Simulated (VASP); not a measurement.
# K in VASP: single point with PBE

Aim: the single point of K with PBE.

Everything below comes from runs of VASP 6.6.1. Logs are shortened: lines on timing, memory, paths and dates and some standing lists are left out, and cuts for length are marked.

## (1) The cell of the first run

The cell holds a sublattice, 2 atoms: a = 6.690 Å, b = 6.690 Å, c = 6.690 Å, α = 60.00°, β = 60.00°, γ = 60.00°.

## (2) Single point, PBE

Input file INCAR:

```
  PREC = Accurate
  ENCUT = 400
  EDIFF = 1E-6
  ISMEAR = 0
  SIGMA = 0.1
  LREAL = False
  LASPH = True
  NELM = 120
  ALGO = Normal
  ISIF = 2
  LWAVE = False
  LCHARG = False
  GGA = PE
  NBANDS = 16
  GGA_COMPAT = False
```

Input file KPOINTS:

```
Automatic mesh
0
Gamma
  6 6 6
```

Input file POSCAR:

```
K
1.0
    0.0000000000      4.7308650000      4.7308650000
    4.7308650000      0.0000000000      4.7308650000
    4.7308650000      4.7308650000      0.0000000000
K
2
Direct
    0.7500000000      0.7500000000      0.7500000000
    0.2500000000      0.2500000000      0.2500000000
```

Potentials or basis: VASP PAW PBE potentials, release 64 (K_sv).

On the command line:

```sh
$ cat potpaw_PBE.64/K_sv/POTCAR > POTCAR
$ mpirun -np 1 vasp_std > vasp.out
```

OUTCAR:

```text
PREC = Accurate
   ENCUT = 400
   EDIFF = 1E-6
   ISMEAR = 0
   LREAL = False
   LASPH = True
   NELM = 120
   ISIF = 2
   GGA = PE

 ion  position               nearest neighbor table
   1  0.750  0.750  0.750-
   2  0.250  0.250  0.250-

  LATTYP: Found a face centered cubic cell.
 ALAT       =     9.4617300000

  Lattice vectors:

 A1 = (   0.0000000000,   4.7308650000,   4.7308650000)
 A2 = (   4.7308650000,   0.0000000000,   4.7308650000)
 A3 = (   4.7308650000,   4.7308650000,   0.0000000000)

Analysis of symmetry for initial positions (statically):
=====================================================================
 Subroutine PRICEL returns following result:

  LATTYP: Found a simple cubic cell.
 ALAT       =     4.7308650000

  Lattice vectors:

 A1 = (  -4.7308650000,   0.0000000000,   0.0000000000)
 A2 = (   0.0000000000,   0.0000000000,   4.7308650000)
 A3 = (   0.0000000000,   4.7308650000,   0.0000000000)

   2 primitive cells build up your supercell.

 Routine SETGRP: Setting up the symmetry group for a
 face centered cubic supercell.

 Subroutine GETGRP returns: Found 48 space group operations
 (whereof 48 operations were pure point group operations)
 out of a pool of 48 trial point group operations.

The static configuration has the point symmetry O_h .

Analysis of symmetry for dynamics (positions and initial velocities):
=====================================================================
 Subroutine PRICEL returns following result:

  LATTYP: Found a simple cubic cell.
 ALAT       =     4.7308650000

  Lattice vectors:

 A1 = (  -4.7308650000,   0.0000000000,   0.0000000000)
 A2 = (   0.0000000000,   0.0000000000,   4.7308650000)
 A3 = (   0.0000000000,   4.7308650000,   0.0000000000)

   2 primitive cells build up your supercell.

 Routine SETGRP: Setting up the symmetry group for a
 face centered cubic supercell.

 Subroutine GETGRP returns: Found 48 space group operations
 (whereof 48 operations were pure point group operations)
 out of a pool of 48 trial point group operations.

The dynamic configuration has the point symmetry O_h .

 Subroutine INISYM returns: Found 48 space group operations
 (whereof 48 operations are pure point group operations),
 and found     2 'primitive' translations

----------------------------------------------------------------------------------------

                                     Primitive cell

  volume of cell :     105.8819

  direct lattice vectors                    reciprocal lattice vectors
    -4.730865000  0.000000000  0.000000000    -0.211377835  0.000000000  0.000000000
     0.000000000  0.000000000  4.730865000     0.000000000  0.000000000  0.211377835
     0.000000000  4.730865000  0.000000000     0.000000000  0.211377835  0.000000000

  length of vectors
     4.730865000  4.730865000  4.730865000     0.211377835  0.211377835  0.211377835

  position of ions in fractional coordinates (direct lattice)
     0.500000000  0.500000000  0.500000000

  ion indices of the primitive-cell ions
   primitive index   ion index
                 1           1

----------------------------------------------------------------------------------------

 KPOINTS: Automatic mesh

Automatic generation of k-mesh.
 Grid dimensions read from file:
 generate k-points for:    6    6    6

 Generating k-lattice:

  Cartesian coordinates                     Fractional coordinates (reciprocal lattice)
    -0.017614820  0.017614820  0.017614820     0.166666667  0.000000000  0.000000000
     0.017614820 -0.017614820  0.017614820     0.000000000  0.166666667  0.000000000
     0.017614820  0.017614820 -0.017614820     0.000000000  0.000000000  0.166666667

  Length of vectors
     0.030509762  0.030509762  0.030509762

  Shift w.r.t. Gamma in fractional coordinates (k-lattice)
     0.000000000  0.000000000  0.000000000

 Subroutine IBZKPT returns following result:
 ===========================================

 Found     16 irreducible k-points:

 Following reciprocal coordinates:
            Coordinates               Weight
  0.000000  0.000000  0.000000      1.000000
  0.166667  0.000000  0.000000      8.000000
  0.333333  0.000000  0.000000      8.000000
  0.500000  0.000000  0.000000      4.000000
  0.166667  0.166667  0.000000      6.000000
  0.333333  0.166667  0.000000     24.000000
[... 8 lines left out ...]
 -0.333333  0.333333  0.166667     24.000000
 -0.333333  0.500000  0.166667     12.000000
   k-points           NKPTS =     16   k-points in BZ     NKDIM =     16   number of bands    NBANDS=     16
   number of dos      NEDOS =    301   number of ions     NIONS =      2
   total plane-waves  NPLWV = 110592
   dimension x,y,z NGX =    48 NGY =   48 NGZ =   48
   dimension x,y,z NGXF=    96 NGYF=   96 NGZF=   96
   ions per type =               2
   NGX,Y,Z   is equivalent  to a cutoff of  11.93, 11.93, 11.93 a.u.
   NGXF,Y,Z  is equivalent  to a cutoff of  23.85, 23.85, 23.85 a.u.
 SYSTEM =  unknown system
   PREC   = accura    normal or accurate (medium, high low for compatibility)
   ISTART =      0    job   : 0-new  1-cont  2-samecut
   ICHARG =      2    charge: 1-file 2-atom 10-const
   ISPIN  =      1    spin polarized calculation?
   LNONCOLLINEAR =      F non collinear calculations
   LSORBIT =      F    spin-orbit coupling
   LASPH  =      T    aspherical Exc in radial PAW
   ENCUT  =  400.0 eV  29.40 Ry    5.42 a.u.  10.91 10.91 10.91*2*pi/ulx,y,z
   NELM   =    120;   NELMIN=  2; NELMDL= -5     # of ELM steps
   EDIFF  = 0.1E-05   stopping-criterion for ELM
   LREAL  =      F    real-space projection
   EDIFFG = 0.1E-04   stopping-criterion for IOM
   NSW    =      0    number of steps for IOM
   IBRION =     -1    ionic relax: 0-MD 1-quasi-New 2-CG
   NFREE  =      0    steps in history (QN), initial steepest desc. (CG)
   ISIF   =      2    stress and relaxation
   ISYM   =      2    0-nonsym 1-usesym 2-fastsym
   POTIM  = 0.5000    time-step for ionic-motion
   TEBEG  =    0.0;   TEEND  =   0.0 temperature during run
   PSTRESS=    0.0 pullay stress
   NELECT =      18.0000    total number of electrons
   NUPDOWN=      -1.0000    fix difference up-down
   EMIN   =  10.00;   EMAX   =-10.00  energy-range for DOS
   EFERMI =   0.00;   METHOD = LEGACY
   ISMEAR =     0;   SIGMA  =   0.10  broadening in eV -4-tet -1-fermi 0-gaus
   EFERMI_NEDOS =   21; number of points for ismear=-14 and -15
   IALGO  =     38    algorithm
   IMIX   =      4    mixing-type and parameters
     AMIX     =   0.40;   BMIX     =  1.00
     AMIX_MAG =   1.60;   BMIX_MAG =  1.00
  volume/ion in A,a.u.               =     105.88       714.53
  Fermi-wavevector in a.u.,A,eV,Ry     =   0.719805  1.360235  7.049448  0.518120
  Thomas-Fermi vector in A             =   1.809095
   LORBIT       =      0    0 simple, 1 ext, 2 COOP (PROOUT), +10 PAW based schemes
   GGA     = PE    functional components
   LHFCALC =     F    Hartree Fock is set to
   AEXX    =    0.0000 exact exchange contribution
   IVDW    =     0    specifies the selected vdW correction
   LEPSILON=     F    determine dielectric tensor
   LRPA    =     F    only Hartree local field effects (RPA)
 non-spin polarized calculation
 Gauss-broadening in eV      SIGMA  =   0.10
  energy-cutoff  :      400.00
  volume of cell :      211.76
 maximum number of plane-waves:      3892
 NGX is ok and might be reduce to    48
   NGX = 21   NGY = 21   NGZ = 21

 number of electron      18.0000002 magnetization

 Free energy of the ion-electron system (eV)
  ---------------------------------------------------
  ext. energy  EPLUGINS =         0.00000000
  ---------------------------------------------------
  free energy    TOTEN  =        -1.77696093 eV

  energy without entropy =       -1.75769059  energy(sigma->0) =       -1.76732576

 E-fermi :  -0.7418     XC(G=0):  -4.8300

 val. band max:       -0.7472137991   @ k =  -0.3333   0.3333   0.1667
 cond. band min:      -0.6937630689   @ k =   0.5000   0.1667   0.0000
 fundamental gap:      0.0534507302
 Fermi energy:        -0.7417520360

 k-point     1 :       0.0000    0.0000    0.0000
  band No.  band energies     occupation
      1     -33.2486      2.00000
      2     -33.2453      2.00000
      3     -16.7299      2.00000
      4     -16.7299      2.00000
      5     -16.7299      2.00000
      6     -16.7051      2.00000
[... 8 lines left out ...]
     15       2.5936      0.00000
     16       2.5936      0.00000

 k-point     2 :       0.1667    0.0000    0.0000
  band No.  band energies     occupation
      1     -33.2484      2.00000
      2     -33.2455      2.00000
      3     -16.7285      2.00000
      4     -16.7283      2.00000
      5     -16.7283      2.00000
      6     -16.7070      2.00000
[... 8 lines left out ...]
     15       2.3173      0.00000
     16       2.6857      0.00000

 k-point     3 :       0.3333    0.0000    0.0000
  band No.  band energies     occupation
      1     -33.2478      2.00000
      2     -33.2461      2.00000
      3     -16.7243      2.00000
      4     -16.7238      2.00000
      5     -16.7238      2.00000
      6     -16.7120      2.00000
[... 8 lines left out ...]
     15       2.1253      0.00000
     16       2.8206      0.00000

 k-point     4 :       0.5000    0.0000    0.0000
  band No.  band energies     occupation
      1     -33.2469      2.00000
      2     -33.2469      2.00000
      3     -16.7184      2.00000
      4     -16.7184      2.00000
      5     -16.7177      2.00000
      6     -16.7177      2.00000
[... 8 lines left out ...]
     15       2.2949      0.00000
     16       2.2949      0.00000
[... 172 lines left out ...]
 k-point    14 :       0.5000    0.3333    0.1667
  band No.  band energies     occupation
      1     -33.2475      2.00000
      2     -33.2464      2.00000
      3     -16.7331      2.00000
      4     -16.7279      2.00000
      5     -16.7248      2.00000
      6     -16.7109      2.00000
[... 8 lines left out ...]
     15       2.1411      0.00000
     16       3.1252      0.00000

 k-point    15 :      -0.3333    0.3333    0.1667
  band No.  band energies     occupation
      1     -33.2469      2.00000
      2     -33.2469      2.00000
      3     -16.7325      2.00000
      4     -16.7325      2.00000
      5     -16.7179      2.00000
      6     -16.7179      2.00000
[... 8 lines left out ...]
     15       2.6496      0.00000
     16       2.6496      0.00000

 k-point    16 :      -0.3333    0.5000    0.1667
  band No.  band energies     occupation
      1     -33.2472      2.00000
      2     -33.2467      2.00000
      3     -16.7356      2.00000
      4     -16.7340      2.00000
      5     -16.7255      2.00000
      6     -16.7102      2.00000
[... 8 lines left out ...]
     15       2.4902      0.00000
     16       2.8545      0.00000

------------------------ aborting loop because EDIFF is reached ----------------------------------------

  FORCE on cell =-STRESS in cart. coord.  units (eV):
  Direction    XX          YY          ZZ          XY          YZ          ZX
  --------------------------------------------------------------------------------------
  -------------------------------------------------------------------------------------
  Total       -0.6094394     -0.6094394     -0.6094394     -0.0000000      0.0000000     -0.0000000
  in kB       -4.6109400     -4.6109400     -4.6109400     -0.0000000      0.0000000     -0.0000000
  external PRESSURE =      -4.6109400 kB  Pullay stress =       0.0000000 kB

 VOLUME and BASIS-vectors are now :
 -----------------------------------------------------------------------------
  energy-cutoff  :      400.00
  volume of cell :      211.76
      direct lattice vectors                 reciprocal lattice vectors
     0.000000000  4.730865000  4.730865000    -0.105688917  0.105688917  0.105688917
     4.730865000  0.000000000  4.730865000     0.105688917 -0.105688917  0.105688917
     4.730865000  4.730865000  0.000000000     0.105688917  0.105688917 -0.105688917

 POSITION                                       TOTAL-FORCE (eV/Angst)
 -----------------------------------------------------------------------------------
      7.09630      7.09630      7.09630         0.000000      0.000000      0.000000
      2.36543      2.36543      2.36543        -0.000000     -0.000000     -0.000000
 -----------------------------------------------------------------------------------
    total drift:                               -0.000000     -0.000000      0.000000

  FREE ENERGIE OF THE ION-ELECTRON SYSTEM (eV)
  ---------------------------------------------------
  free  energy   TOTEN  =        -1.7769609316 eV

  energy  without entropy=       -1.7576905939  energy(sigma->0) =       -1.76732576
```

It took 34 s on 1 thread of Intel Xeon Platinum 8259CL at 2.50GHz (Skylake/Cascade Lake), shared host; peak memory 0.3 GiB.

What came out:

- Free energy: -1.7770 eV
- Pressure: -0.5 GPa
- Band gap on the k mesh: zero (bands 9 and 10 overlap by 0.47 eV)

The gap in the log of VASP goes by the Fermi energy; the results here count the filled bands.